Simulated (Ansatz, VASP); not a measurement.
# Ge: VASP beside Ansatz

```xyz
2
Lattice="0.0000 2.8288 2.8288 2.8288 0.0000 2.8288 2.8288 2.8288 0.0000" Properties=species:S:1:pos:R:3 pbc="T T T"
Ge    2.8288    2.8288    2.8288
Ge    4.2432    4.2432    4.2432
```

Alike in both runs: task relaxation of cell and atoms; functional LDA; k mesh 14 × 14 × 14; occupations gaussian, width 0.1 eV; no spin polarisation.

|  | VASP | Ansatz |
| --- | --- | --- |
| version | VASP 6.6.1 | Ansatz 0.2.0 |
| potentials or method | VASP PAW LDA potentials, release 64 (Ge_d), cutoff 600 eV | scalar-relativistic, plane waves, PAW |
| valence electrons in the cell | 28 | 28 |

Ansatz gave:

```
relaxed volume (Å³/atom)                                     : 22.20
relaxed cell length with the largest relative difference (Å) : 3.975
```

Q: Which values does VASP return?

A: Relaxed volume (Å³/atom): 22.25; relaxed cell length with the largest relative difference (Å): 3.977.

Ansatz warns that its potentials were made for another functional, while VASP's fit it. LDA's correlation is that of Perdew and Zunger in VASP and of Perdew and Wang (1992) in Ansatz.
